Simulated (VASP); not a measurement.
A run of VASP 6.6.1 is set up as follows.

Contents of INCAR:

```
SYSTEM = BeS
PREC = Accurate
ENCUT = 520
EDIFF = 1E-8
ISMEAR = -1
SIGMA = 0.08
LREAL = .False.
LASPH = .True.
NELM = 80
ALGO = Normal
ISIF = 2
LWAVE = .False.
LCHARG = .False.
GGA = PE
LEFG = .True.
ISYM = 0
NBANDS = 11
```

The input KPOINTS:

```
Automatic mesh
0
Gamma
  13 13 13
  0.5 0.5 0.5
```

POSCAR

```
BeS
1.0
    0.0000000000      2.2752257404      2.2752257404
    2.2752257404      0.0000000000      2.2752257404
    2.2752257404      2.2752257404      0.0000000000
Be S
1 1
Direct
    0.0000000000      0.0000000000      0.0000000000
    0.5000000000      0.5000000000      0.5000000000
```

Potentials or basis: VASP PAW PBE potentials, release 64 (Be, S).

Command:

```console
$ cat potpaw_PBE.64/Be/POTCAR potpaw_PBE.64/S/POTCAR > POTCAR
$ mpirun -np 1 vasp_std > vasp.out
```

(1) What does it give for the band gap on the k mesh?

(2) Predict the pressure.

## Answers

(1) 1.10 eV, indirect (least direct gap 4.40 eV).

(2) 6.0 GPa.

Caveat: without QUAD_EFG the Cq values of the log hold for a quadrupole moment of 1 mb, not for the nuclei.
